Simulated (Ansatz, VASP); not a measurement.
## C: VASP beside Ansatz

```
C
1.0
     2.46447    0.00000    0.00000
     0.18249    2.95465    0.00000
     0.70635    1.19462    3.41452
C
6
Direct
  0.87163 0.98032 0.75437
  0.12837 0.01968 0.24563
  0.28051 0.28177 0.81850
  0.79353 0.52227 0.67176
  0.20647 0.47773 0.32824
  0.71949 0.71823 0.18150
```

Alike in both runs: task single point; functional PBE; k mesh 8 × 6 × 6; occupations gaussian, width 0.1 eV; no spin polarisation.

|  | VASP | Ansatz |
| --- | --- | --- |
| version | VASP 6.6.1 | Ansatz 0.2.0 |
| potentials or method | VASP PAW PBE potentials, release 64 (C), cutoff 520 eV | scalar-relativistic, plane waves, PAW |
| valence electrons in the cell | 24 | 24 |

```csv
,VASP,Ansatz,Ansatz less VASP
gap on the k mesh at the Fermi level (eV),none,none,-
rms of the force components (eV/Å),3.807,3.798,-0.0095
```

Atom by atom the forces differ by 0.047 eV/Å (rms over components). A gap of «none» marks a metal or a gap that the smearing closes.

The k mesh is coarse, so the values compare programs but aren't converged.
